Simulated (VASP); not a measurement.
# Al3InAs4: relaxation of cell and atoms with PBE

Crystal: Al3InAs4.

```xyz
8
Lattice="3.9005 0.0000 0.0000 0.0000 7.8011 0.0000 0.0000 0.0000 5.5162" Properties=species:S:1:pos:R:3 pbc="T T T"
Al    0.0000    5.8508    0.0000
Al    0.0000    1.9503    0.0000
Al    1.9503    3.9005    2.7581
In    1.9503    0.0000    2.7581
As    1.9503    5.8508    4.1371
As    0.0000    0.0000    1.3790
As    1.9503    1.9503    4.1371
As    0.0000    3.9005    1.3790
```

| Quantity | Value |
| --- | --- |
| Program | VASP 6.6.1 |
| Task | relaxation of cell and atoms |
| Functional | PBE |
| Potentials or basis | VASP PAW PBE potentials, release 64 (Al, In_d, As) |
| Cutoff | 600 eV |
| k mesh | 4 × 2 × 4 |
| Occupations | gaussian, width 0.1 eV |
| Spin | no spin polarisation |
| Dipole correction | no |
| Further INCAR settings | ALGO = Normal; EDIFF = 1e-06; IBRION = 2; EDIFFG = -0.04; NSW = 90; ISIF = 3 |

```yaml
Relaxed_volume: 24.90 Å³/atom
Relaxed_cell: a = 4.147 Å, b = 8.308 Å, c = 5.782 Å, α = 90.00°, β = 90.00°, γ = 90.00°
Space_group_after_relaxing_to_0.1_Å: Pmm2 (No. 25)
Energy_gained_by_relaxing: 225.8 meV/atom
Ionic_steps: 11
Pressure_after_relaxing: 0.0 GPa
Largest_force_after_relaxing: 0.038 eV/Å
Band_gap_on_the_k_mesh: 1.04 eV
```

Forces on the atoms (eV/Å):
```
Al   0.000  0.006  0.002
Al   0.000 -0.006  0.002
Al   0.000  0.000  0.038
In   0.000  0.000 -0.036
As   0.000  0.018  0.003
As   0.000  0.000 -0.030
As   0.000 -0.018  0.003
As   0.000  0.000  0.018
```

The path:
| step | energy change (eV) | largest force (eV/Å) | pressure (GPa) | volume (Å³) |
| --- | --- | --- | --- | --- |
| 1 | 0.0000 | 2.5190 | 16.84 | 167.85 |
| 2 | -1.1763 | 0.2665 | -6.04 | 227.32 |
| 3 | -1.7174 | 0.7304 | -0.59 | 201.92 |
| 4 | -1.7172 | 0.7529 | -0.37 | 201.19 |
| 5 | -1.7648 | 0.4327 | -0.04 | 199.76 |
| 6 | -1.7920 | 0.2450 | 0.59 | 197.46 |
| 7 | -1.8015 | 0.1153 | -0.26 | 200.02 |
| 8 | -1.8016 | 0.1235 | -0.20 | 199.83 |
| 9 | -1.8051 | 0.0634 | -0.04 | 199.31 |
| 10 | -1.8056 | 0.0563 | 0.04 | 199.06 |
| 11 | -1.8061 | 0.0378 | -0.01 | 199.22 |

Final structure:
```
Al In As
1.0
     4.14708    0.00000    0.00000
     0.00000    8.30807    0.00000
     0.00000    0.00000    5.78208
Al In As
3 1 4
Direct
  0.00000 0.74282 0.00008
  0.00000 0.25718 0.00008
  0.50000 0.50000 0.49946
  0.50000 0.00000 0.50196
  0.50000 0.73607 0.76103
  0.00000 0.00000 0.21971
  0.50000 0.26393 0.76103
  0.00000 0.50000 0.25667
```

Levels at points of the mesh, in eV from the valence-band top:
```csv
k point,band 17,band 18,band 19,band 20,band 21,band 22,band 23,band 24,band 25,band 26
"(0.00, 0.00, 0.00)",-1.20,-0.91,-0.12,-0.08,0.00,1.04,1.41,1.99,2.80,3.24
"(0.50, 0.00, 0.00)",-2.18,-2.08,-2.02,-1.23,-0.83,1.47,1.49,1.78,2.49,2.77
"(0.00, 0.50, 0.00)",-1.77,-1.11,-1.01,-0.50,-0.02,1.81,2.31,2.66,2.75,3.92
"(0.50, 0.50, 0.00)",-2.23,-2.20,-2.08,-1.99,-1.75,2.58,2.66,2.67,2.85,2.96
"(0.00, 0.00, 0.50)",-1.27,-1.15,-0.84,-0.80,-0.55,1.44,1.70,2.22,2.50,3.19
"(0.50, 0.00, 0.50)",-2.75,-1.16,-0.88,-0.81,-0.75,1.45,1.64,4.29,4.32,4.46
"(0.00, 0.50, 0.50)",-1.39,-1.34,-1.31,-1.06,-0.63,2.46,2.48,2.58,2.65,4.07
"(0.50, 0.50, 0.50)",-2.62,-1.58,-1.54,-1.52,-1.47,3.10,3.33,3.34,3.57,4.07
```

Wall time 25 min on 1 thread of Intel Xeon 8259CL (shared host), peak memory 0.35 GiB.

Caveat: the volume moved by over 15 % at a fixed basis, so the end points are rough; spin-orbit coupling is left out, which moves the levels of the heavy elements. A k mesh can miss the band edges.
